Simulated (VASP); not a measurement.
# Sb (Pm-3m) in VASP: settings compared

Sb is run at these levels: r2SCAN, LDA; tasks: single point.

All numbers are computed with VASP 6.6.1; they aren't measurements. Logs are shortened: lines on timing, memory, paths and dates and some standing lists are left out, and cuts for length are marked.

## 1. The cell of the first run

It takes space group Pm-3m (No. 221, cubic). The conventional cell has a = 3.181 Å, b = 3.181 Å, c = 3.181 Å, α = 90.00°, β = 90.00°, γ = 90.00°. Within 4.2 Å of Sb (site symmetry m-3m) lie 6 Sb at 3.18 Å.

## 2. Single point, r2SCAN

POSCAR

```
Sb
1.0
    3.1809277622      0.0000000000      0.0000000000
    0.0000000000      3.1809277622      0.0000000000
    0.0000000000      0.0000000000      3.1809277622
Sb
1
Direct
    0.0000000000      0.0000000000      0.0000000000
```

INCAR.step1

```
SYSTEM = Sb
PREC = Accurate ; ENCUT = 520
ISMEAR = -1 ; SIGMA = 0.05
LREAL = .False. ; LASPH = .True.
NELM = 100 ; NBANDS = 8
GGA = PE ; ALGO = Normal
EDIFF = 1E-4 ; LWAVE = .True.
LCHARG = .False.
```

INCAR.step2

```
SYSTEM = Sb
PREC = Accurate ; ENCUT = 520
EDIFF = 1E-6 ; ISMEAR = -1
SIGMA = 0.05 ; LREAL = .False.
LASPH = .True. ; NELM = 100
ALGO = Normal ; ISIF = 2
LWAVE = .False. ; LCHARG = .True.
METAGGA = R2SCAN ; LMIXTAU = .True.
LELF = .True. ; LVHAR = .True.
NBANDS = 8 ; ISTART = 1
```

KPOINTS

```
regular mesh
0
Gamma
  8 8 8
  0 0 0
```

Potentials or basis: VASP PAW PBE potentials, release 64 (Sb).

The run is started by

```sh
$ cat potpaw_PBE.64/Sb/POTCAR > POTCAR
$ cp INCAR.step1 INCAR
$ mpirun -np 1 vasp_std > vasp.out
$ cp INCAR.step2 INCAR
$ mpirun -np 1 vasp_std > vasp.out
```

OUTCAR:

```text
SYSTEM = Sb
   PREC = Accurate
   ENCUT = 520
   EDIFF = 1E-6
   ISMEAR = -1
   LREAL = .False.
   LASPH = .True.
   NELM = 100
   ISIF = 2
   METAGGA = R2SCAN
   ISTART = 1

 ion  position               nearest neighbor table
   1  0.000  0.000  0.000-

  LATTYP: Found a simple cubic cell.
 ALAT       =     3.1809277622

  Lattice vectors:

 A1 = (   3.1809277622,   0.0000000000,   0.0000000000)
 A2 = (   0.0000000000,   3.1809277622,   0.0000000000)
 A3 = (   0.0000000000,   0.0000000000,   3.1809277622)

Analysis of symmetry for initial positions (statically):
=====================================================================
 Subroutine PRICEL returns:
 Original cell was already a primitive cell.

 Routine SETGRP: Setting up the symmetry group for a
 simple cubic supercell.

 Subroutine GETGRP returns: Found 48 space group operations
 (whereof 48 operations were pure point group operations)
 out of a pool of 48 trial point group operations.

The static configuration has the point symmetry O_h .

Analysis of symmetry for dynamics (positions and initial velocities):
=====================================================================
 Subroutine PRICEL returns:
 Original cell was already a primitive cell.

 Routine SETGRP: Setting up the symmetry group for a
 simple cubic supercell.

 Subroutine GETGRP returns: Found 48 space group operations
 (whereof 48 operations were pure point group operations)
 out of a pool of 48 trial point group operations.

The dynamic configuration has the point symmetry O_h .

 Subroutine INISYM returns: Found 48 space group operations
 (whereof 48 operations are pure point group operations),
 and found     1 'primitive' translations

----------------------------------------------------------------------------------------

                                     Primitive cell

  volume of cell :      32.1856

  direct lattice vectors                    reciprocal lattice vectors
     3.180927762  0.000000000  0.000000000     0.314373691  0.000000000  0.000000000
     0.000000000  3.180927762  0.000000000     0.000000000  0.314373691  0.000000000
     0.000000000  0.000000000  3.180927762     0.000000000  0.000000000  0.314373691

  length of vectors
     3.180927762  3.180927762  3.180927762     0.314373691  0.314373691  0.314373691

  position of ions in fractional coordinates (direct lattice)
     0.000000000  0.000000000  0.000000000

  ion indices of the primitive-cell ions
   primitive index   ion index
[... 69 lines left out ...]
   LSORBIT =      F    spin-orbit coupling
   LASPH  =      T    aspherical Exc in radial PAW
   ENCUT  =  520.0 eV  38.22 Ry    6.18 a.u.   5.91  5.91  5.91*2*pi/ulx,y,z
   NELM   =    100;   NELMIN=  2; NELMDL=  0     # of ELM steps
   EDIFF  = 0.1E-05   stopping-criterion for ELM
   LREAL  =      F    real-space projection
   EDIFFG = 0.1E-04   stopping-criterion for IOM
   NSW    =      0    number of steps for IOM
   IBRION =     -1    ionic relax: 0-MD 1-quasi-New 2-CG
   NFREE  =      0    steps in history (QN), initial steepest desc. (CG)
   ISIF   =      2    stress and relaxation
   ISYM   =      2    0-nonsym 1-usesym 2-fastsym
   POTIM  = 0.5000    time-step for ionic-motion
   TEBEG  =    0.0;   TEEND  =   0.0 temperature during run
   PSTRESS=    0.0 pullay stress
   NELECT =       5.0000    total number of electrons
   NUPDOWN=      -1.0000    fix difference up-down
   EMIN   =  10.00;   EMAX   =-10.00  energy-range for DOS
   EFERMI =   0.00;   METHOD = LEGACY
   ISMEAR =    -1;   SIGMA  =   0.05  broadening in eV -4-tet -1-fermi 0-gaus
   EFERMI_NEDOS =   21; number of points for ismear=-14 and -15
   IALGO  =     38    algorithm
   IMIX   =      4    mixing-type and parameters
     AMIX     =   0.40;   BMIX     =  1.00
     AMIX_MAG =   1.60;   BMIX_MAG =  1.00
  volume/ion in A,a.u.               =      32.19       217.20
  Fermi-wavevector in a.u.,A,eV,Ry     =   0.880057  1.663067 10.537728  0.774501
  Thomas-Fermi vector in A             =   2.000366
   LORBIT       =      0    0 simple, 1 ext, 2 COOP (PROOUT), +10 PAW based schemes
   METAGGA = R2SCAN    functional components
   LHFCALC =     F    Hartree Fock is set to
   AEXX    =    0.0000 exact exchange contribution
   IVDW    =     0    specifies the selected vdW correction
   LEPSILON=     F    determine dielectric tensor
   LRPA    =     F    only Hartree local field effects (RPA)
 non-spin polarized calculation
  energy-cutoff  :      520.00
  volume of cell :       32.19
 maximum number of plane-waves:       912
 NGX is ok and might be reduce to    24
   NGX = 11   NGY = 11   NGZ = 11

 number of electron       5.0000001 magnetization

 Free energy of the ion-electron system (eV)
  ---------------------------------------------------
  ext. energy  EPLUGINS =         0.00000000
  ---------------------------------------------------
  free energy    TOTEN  =       -25.58322373 eV

  energy without entropy =      -25.57596102  energy(sigma->0) =      -25.57959238

 E-fermi :   6.0739     XC(G=0):  -9.7771

 val. band max:        6.0653699054   @ k =   0.3750   0.2500   0.1250
 cond. band min:       6.2983469091   @ k =   0.5000   0.2500   0.0000
 fundamental gap:      0.2329770037
 Fermi energy:         6.0739366639

 k-point     1 :       0.0000    0.0000    0.0000
  band No.  band energies     occupation
      1      -6.2737      2.00000
      2       9.3569      0.00000
      3       9.3569      0.00000
      4       9.3569      0.00000
      5      13.3080      0.00000
      6      13.3080      0.00000
      7      14.7662      0.00000
      8      24.1348      0.00000
[... 243 lines left out ...]
 k-point    24 :       0.5000    0.3750    0.1250
  band No.  band energies     occupation
      1      -1.9226      2.00000
      2       2.4858      2.00000
      3       4.0223      2.00000
      4       9.9290      0.00000
      5      10.8983      0.00000
      6      16.2768      0.00000
      7      17.5889      0.00000
      8      20.2904      0.00000

 [... further k-points ...]
[... 5 lines left out ...]
  --------------------------------------------------------------------------------------
  -------------------------------------------------------------------------------------
  Total       -0.8480427     -0.8480427     -0.8480427      0.0000000      0.0000000     -0.0000000
  in kB      -42.2150067    -42.2150067    -42.2150067      0.0000000      0.0000000     -0.0000000
  external PRESSURE =     -42.2150067 kB  Pullay stress =       0.0000000 kB

 VOLUME and BASIS-vectors are now :
 -----------------------------------------------------------------------------
  energy-cutoff  :      520.00
  volume of cell :       32.19
      direct lattice vectors                 reciprocal lattice vectors
     3.180927762  0.000000000  0.000000000     0.314373691  0.000000000  0.000000000
     0.000000000  3.180927762  0.000000000     0.000000000  0.314373691  0.000000000
     0.000000000  0.000000000  3.180927762     0.000000000  0.000000000  0.314373691

 POSITION                                       TOTAL-FORCE (eV/Angst)
 -----------------------------------------------------------------------------------
      0.00000      0.00000      0.00000         0.000000      0.000000      0.000000
 -----------------------------------------------------------------------------------
    total drift:                               -0.000000     -0.000000      0.000000

  FREE ENERGIE OF THE ION-ELECTRON SYSTEM (eV)
  ---------------------------------------------------
  free  energy   TOTEN  =       -25.5832237292 eV

  energy  without entropy=      -25.5759610214  energy(sigma->0) =      -25.57959238
```

OUTCAR.step1:

```text
SYSTEM = Sb
   PREC = Accurate
   ENCUT = 520
   ISMEAR = -1
   LREAL = .False.
   LASPH = .True.
[... 481 lines left out ...]
 -----------------------------------------------------------------------------------
      0.00000      0.00000      0.00000         0.000000      0.000000      0.000000
 -----------------------------------------------------------------------------------
    total drift:                                0.000000     -0.000000      0.000000

  FREE ENERGIE OF THE ION-ELECTRON SYSTEM (eV)
  ---------------------------------------------------
  free  energy   TOTEN  =        -4.0584151186 eV

  energy  without entropy=       -4.0510920037  energy(sigma->0) =       -4.05475356
```

Wall time 13 s (1 thread of AMD EPYC 9R45 (Zen 5), shared host); peak memory 0.11 GiB.

Results:

```yaml
Free_energy: -25.5832 eV
Pressure: -4.2 GPa
```

Levels at points of the mesh, in eV from the Fermi level:
```
           k point  band 1  band 2  band 3  band 4  band 5  band 6  band 7  band 8
(0.00, 0.00, 0.00)  -12.35    3.28    3.28    3.28    7.23    7.23    8.69   18.06
(0.50, 0.00, 0.00)  -10.06   -5.29    5.16    5.16    9.19   11.16   11.81   11.87
(0.50, 0.50, 0.00)   -7.61   -3.40   -3.40    2.81    7.07   12.94   13.64   13.64
(0.50, 0.50, 0.50)   -4.87   -1.61   -1.61   -1.61    5.34    5.34    5.34    7.75
```

Caveat: the PAW data sets were made with another functional, which shifts forces and pressure a little; spin-orbit coupling is left out, which moves the levels of the heavy elements.

## 3. Single point, LDA (volume scaled by 0.94)

INCAR

```
  PREC = Accurate
  ENCUT = 520
  EDIFF = 1E-6
  ISMEAR = -1
  SIGMA = 0.05
  LREAL = False
  LASPH = True
  NELM = 80
  ALGO = Normal
  ISIF = 2
  LWAVE = False
  LCHARG = False
  NBANDS = 8
```

KPOINTS

```
Automatic mesh
0
Gamma
  8 8 8
```

POSCAR

```
Sb
1.0
    3.0954921035      0.0000000000      0.0000000000
    0.0000000000      3.0954921035      0.0000000000
    0.0000000000      0.0000000000      3.0954921035
Sb
1
Direct
    0.0000000000      0.0000000000      0.0000000000
```

Potentials or basis: VASP PAW LDA potentials, release 64 (Sb).

The run is started by

```sh
$ cat potpaw_LDA.64/Sb/POTCAR > POTCAR
$ mpirun -np 1 vasp_std > vasp.out
```

Run time: 4.5 s. Hardware: 1 thread of AMD EPYC 7R43 (Zen 3), shared host; peak memory 0.09 GiB.

The run converged. Its results:

| Quantity | Value |
| --- | --- |
| Free energy | -4.7648 eV |
| Pressure | -2.6 GPa |

Levels at points of the mesh, in eV from the Fermi level:
```csv
k point,band 1,band 2,band 3,band 4,band 5,band 6,band 7,band 8
"(0.00, 0.00, 0.00)",-12.38,3.30,3.30,3.30,6.96,6.96,8.29,16.61
"(0.50, 0.00, 0.00)",-9.96,-5.53,5.30,5.30,8.94,10.64,11.28,11.28
"(0.50, 0.50, 0.00)",-7.39,-3.48,-3.48,2.24,7.33,12.56,12.98,12.98
"(0.50, 0.50, 0.50)",-4.54,-1.56,-1.56,-1.56,4.90,4.90,4.90,6.96
```

Caveat: the cell differs from its parent crystal (volume scaled by 0.94); spin-orbit coupling is left out, which moves the levels of the heavy elements.

## 4. Single point, LDA (volume scaled by 0.98)

INCAR

```
  ALGO = Normal
  EDIFF = 1E-7
  ENCUT = 520
  ISIF = 2
  ISMEAR = -1
  LASPH = T
  LCHARG = T
  LELF = T
  LREAL = F
  LVHAR = T
  LWAVE = F
  NBANDS = 8
  NELM = 100
  PREC = Accurate
  SIGMA = 0.05
```

KPOINTS

```
k-points
0
Gamma
  8 8 8
```

POSCAR

```
Sb
1.0
    3.1387913073      0.0000000000      0.0000000000
    0.0000000000      3.1387913073      0.0000000000
    0.0000000000      0.0000000000      3.1387913073
Sb
1
Direct
    0.0000000000      0.0000000000      0.0000000000
```

The run is started by

```sh
$ cat potpaw_LDA.64/Sb/POTCAR > POTCAR
$ mpirun -np 1 vasp_std > vasp.out
```

Wall time 5.4 s (1 thread of AMD EPYC 7R43 (Zen 3), shared host); peak memory 0.09 GiB.

It converged, with:

| Quantity | Value |
| --- | --- |
| Free energy | -4.7354 eV |
| Pressure | -4.7 GPa |

Levels at points of the mesh, in eV from the Fermi level:
| k point | band 1 | band 2 | band 3 | band 4 | band 5 | band 6 | band 7 |
| --- | --- | --- | --- | --- | --- | --- | --- |
| (0.00, 0.00, 0.00) | -12.07 | 3.19 | 3.19 | 3.19 | 6.93 | 6.93 | 8.03 |
| (0.50, 0.00, 0.00) | -9.80 | -5.25 | 5.06 | 5.06 | 8.84 | 10.52 | 11.17 |
| (0.50, 0.50, 0.00) | -7.41 | -3.30 | -3.30 | 2.39 | 6.93 | 12.26 | 12.82 |
| (0.50, 0.50, 0.50) | -4.78 | -1.48 | -1.48 | -1.48 | 4.96 | 4.96 | 4.96 |

Caveat: the cell differs from its parent crystal (volume scaled by 0.98); spin-orbit coupling is left out, which moves the levels of the heavy elements.

## 5. Single point, LDA

This run uses another cell than the first one, of 31.55 Å³/atom, 0.980 times its volume.

INCAR

```
ALGO = Normal ; EDIFF = 1E-6
ENCUT = 520 ; GGA = CA
ISIF = 2 ; ISMEAR = -1
LASPH = T ; LCHARG = F
LREAL = F ; LWAVE = F
NBANDS = 8 ; NELM = 80
PREC = Accurate ; SIGMA = 0.05
```

KPOINTS is that of step 4.

POSCAR

```
Sb
1.0
    3.1600000000      0.0000000000      0.0000000000
    0.0000000000      3.1600000000      0.0000000000
    0.0000000000      0.0000000000      3.1600000000
Sb
1
Direct
    0.0000000000      0.0000000000      0.0000000000
```

The run is started by

```sh
$ cat potpaw_LDA.64/Sb/POTCAR > POTCAR
$ mpirun -np 1 vasp_std > vasp.out
```

Run time: 4.6 s. Hardware: 1 thread of AMD EPYC 7R43 (Zen 3), shared host; peak memory 0.09 GiB.

It converged, with:

| Quantity | Value |
| --- | --- |
| Free energy | -4.7150 eV |
| Pressure | -5.6 GPa |

Levels at points of the mesh, in eV from the Fermi level:
```csv
k point,band 1,band 2,band 3,band 4,band 5,band 6,band 7,band 8
"(0.00, 0.00, 0.00)",-11.93,3.14,3.14,3.14,6.91,6.91,7.91,16.32
"(0.50, 0.00, 0.00)",-9.73,-5.12,4.95,4.95,8.79,10.46,11.05,11.11
"(0.50, 0.50, 0.00)",-7.42,-3.22,-3.22,2.46,6.74,12.12,12.75,12.75
"(0.50, 0.50, 0.50)",-4.90,-1.44,-1.44,-1.44,4.98,4.98,4.98,7.10
```

Caveat: spin-orbit coupling is left out, which moves the levels of the heavy elements.

## 6. Single point, LDA

This run uses another cell than the first one, of 31.55 Å³/atom, 0.980 times its volume.

INCAR

```
SYSTEM = Sb
ALGO     = Normal         ! electronic algorithm
EDIFF    = 1E-7           ! SCF threshold, eV
ENCUT    = 520            ! plane-wave cutoff, eV
ISIF     = 2              ! what is computed and relaxed
ISMEAR   = -1             ! smearing method
LASPH    = .TRUE.         ! aspherical terms in the spheres
LCHARG   = .FALSE.        ! write CHGCAR
LREAL    = .FALSE.        ! projectors in reciprocal space
LWAVE    = .FALSE.        ! write WAVECAR
NBANDS   = 8              ! bands
NELM     = 100            ! most SCF steps
PREC     = Accurate       ! precision mode
SIGMA    = 0.05           ! smearing width, eV
```

KPOINTS

```
k-points
0
G
  8 8 8
  0 0 0
```

POSCAR is that of step 5.

Potentials or basis: VASP PAW LDA potentials, release 64 (Sb).

The run is started by

```sh
$ cat potpaw_LDA.64/Sb/POTCAR > POTCAR
$ mpirun -np 1 vasp_std > vasp.out
```

Wall time 5.2 s (1 thread of AMD EPYC 7R43 (Zen 3), shared host); peak memory 0.09 GiB.

Results (log left out):

```
Free energy : -4.7150 eV
Pressure    : -5.6 GPa
```

Levels at points of the mesh, in eV from the Fermi level:
| k point | band 1 | band 2 | band 3 | band 4 | band 5 | band 6 |
| --- | --- | --- | --- | --- | --- | --- |
| (0.00, 0.00, 0.00) | -11.93 | 3.14 | 3.14 | 3.14 | 6.91 | 6.91 |
| (0.50, 0.00, 0.00) | -9.73 | -5.12 | 4.95 | 4.95 | 8.79 | 10.46 |
| (0.50, 0.50, 0.00) | -7.42 | -3.22 | -3.22 | 2.46 | 6.74 | 12.12 |
| (0.50, 0.50, 0.50) | -4.90 | -1.44 | -1.44 | -1.44 | 4.98 | 4.98 |

Caveat: spin-orbit coupling is left out, which moves the levels of the heavy elements.

## 7. Summary

```csv
level,potentials or basis,cell,gap on the mesh (eV),pressure (GPa)
r2SCAN,"VASP PAW PBE potentials, release 64 (Sb)","a = 3.181 Å, 1 atom",none,-4.2
LDA,"VASP PAW LDA potentials, release 64 (Sb)","a = 3.095 Å, 1 atom",none,-2.6
LDA,"VASP PAW LDA potentials, release 64 (Sb)","a = 3.139 Å, 1 atom",none,-4.7
LDA,"VASP PAW LDA potentials, release 64 (Sb)","a = 3.160 Å, 1 atom",none,-5.6
```

Alike in all rows: task single point; no spin polarisation; k mesh 8 × 8 × 8; cutoff (eV) 520; smearing fermi-dirac 0.05 eV.

Caveats: spin-orbit coupling is left out, which moves the levels of the heavy elements; the PAW data sets were made with another functional, which shifts forces and pressure a little (some runs).

Absolute energies hang on the potentials; compare differences alone.
